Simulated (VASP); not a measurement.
Crystal: LiNbO.

```
CELL_PARAMETERS angstrom
2.85006 0.00000 0.00000
0.00000 2.85006 0.00000
0.00000 0.00000 4.00348
ATOMIC_POSITIONS crystal
Li 0.00000 0.00000 0.00000
Nb 0.50000 0.50000 0.00000
O 0.50000 0.50000 0.50000
```

The cell was generated, and may not be a known phase.

| Quantity | Value |
| --- | --- |
| Program | VASP 6.6.1 |
| Task | relaxation of cell and atoms |
| Functional | PBE |
| Potentials or basis | VASP PAW PBE potentials, release 64 (Li_sv, Nb_sv, O_h) |
| Cutoff | 1340 eV |
| k mesh | 6 × 6 × 4 |
| Occupations | gaussian, width 0.1 eV |
| Spin | no spin polarisation |

At the start: pressure 48.5 GPa; volume 10.84 Å³/atom.

Question: How do energy, volume and symmetry change on relaxing?

Answer: Over 9 steps the energy falls by 1378.3 meV/atom and the volume is 18.94 Å³/atom (+74.7 %); space group P4/mmm (No. 123, to 0.1 Å) before and after.

Step by step:
| step | energy change (eV) | largest force (eV/Å) | pressure (GPa) | volume (Å³) |
| --- | --- | --- | --- | --- |
| 1 | 0.0000 | 0.0000 | 48.45 | 32.52 |
| 2 | -3.7152 | 0.0000 | 18.82 | 48.79 |
| 3 | -3.7115 | 0.0000 | 19.00 | 49.05 |
| 4 | -2.8050 | 0.0000 | -16.01 | 72.53 |
| 5 | -4.1232 | 0.0000 | -1.24 | 56.34 |
| 6 | -4.1280 | 0.0000 | 0.05 | 55.67 |
| 7 | -4.1282 | 0.0000 | 0.35 | 55.52 |
| 8 | -4.1343 | 0.0000 | 0.04 | 56.45 |
| 9 | -4.1348 | 0.0000 | -0.06 | 56.81 |

Final structure:
```
CELL_PARAMETERS angstrom
3.82916 0.00000 0.00000
0.00000 3.82916 0.00000
0.00000 0.00000 3.87462
ATOMIC_POSITIONS crystal
Li 0.00000 0.00000 0.00000
Nb 0.50000 0.50000 0.00000
O 0.50000 0.50000 0.50000
```

Caveat: the k points lie up to 0.41 Å⁻¹ apart in the final cell, too coarse for converged energies and pressures of a metal; the volume moved by over 15 % at a fixed basis, so the end points are rough.
